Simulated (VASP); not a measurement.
Write the native input for VASP 6.6.1 that does the following.

- Task: single point
- Functional: r2SCAN
- Potentials or basis: VASP PAW PBE potentials, release 64 (Al, N)
- Cutoff: 520 eV
- k mesh: 10 × 10 × 10
- Occupations: gaussian, width 0.01 eV
- Spin: no spin polarisation
- Dipole correction: no
- Further INCAR settings: ALGO = Normal; EDIFF = 1e-06; NBANDS = 11

AlN:

```
Al N
1.0
     0.00673    2.02560    2.02560
     2.02560    0.00673    2.02560
     2.02560    2.02560    0.00673
Al N
1 1
Cartesian
  0.0000 0.0000 0.0000
  2.0290 2.0290 2.0290
```

This cell differs from its parent crystal: strain along [111] +0.5%.

The input as run:

POSCAR

```
AlN
1.0
    0.0067295616      2.0255980312      2.0255980312
    2.0255980312      0.0067295616      2.0255980312
    2.0255980312      2.0255980312      0.0067295616
Al N
1 1
Direct
    0.0000000000      0.0000000000      0.0000000000
    0.5000000000      0.5000000000      0.5000000000
```

INCAR.step1

```
PREC = Accurate
ENCUT = 520
ISMEAR = 0
SIGMA = 0.01
LREAL = F
LASPH = T
NELM = 100
NBANDS = 11
GGA = PE
ALGO = Normal
EDIFF = 1E-4
LWAVE = T
LCHARG = F
```

INCAR.step2

```
PREC = Accurate
ENCUT = 520
EDIFF = 1E-6
ISMEAR = 0
SIGMA = 0.01
LREAL = F
LASPH = T
NELM = 100
ALGO = Normal
ISIF = 2
LWAVE = F
LCHARG = F
METAGGA = R2SCAN
LMIXTAU = T
NBANDS = 11
ISTART = 1
```

KPOINTS

```
Automatic mesh
0
Gamma
  10 10 10
```

Potentials or basis: VASP PAW PBE potentials, release 64 (Al, N).

Run with:

```console
$ cat potpaw_PBE.64/Al/POTCAR potpaw_PBE.64/N/POTCAR > POTCAR
$ cp INCAR.step1 INCAR
$ mpirun -np 1 vasp_std > vasp.out
$ cp INCAR.step2 INCAR
$ mpirun -np 1 vasp_std > vasp.out
```

Results of the run:

| Property | Result |
| --- | --- |
| Pressure | -2.2 GPa |
| Band gap on the k mesh | 5.45 eV, indirect (least direct gap 6.48 eV) |

Caveat: the cell differs from its parent crystal (strain along [111] +0.5%); the PAW data sets were made with another functional, which shifts forces and pressure a little.

Run time: 35 s on 1 thread of Intel(R) Xeon(R) Platinum 8488C (Sapphire Rapids) (shared host), peak memory 0.14 GiB.
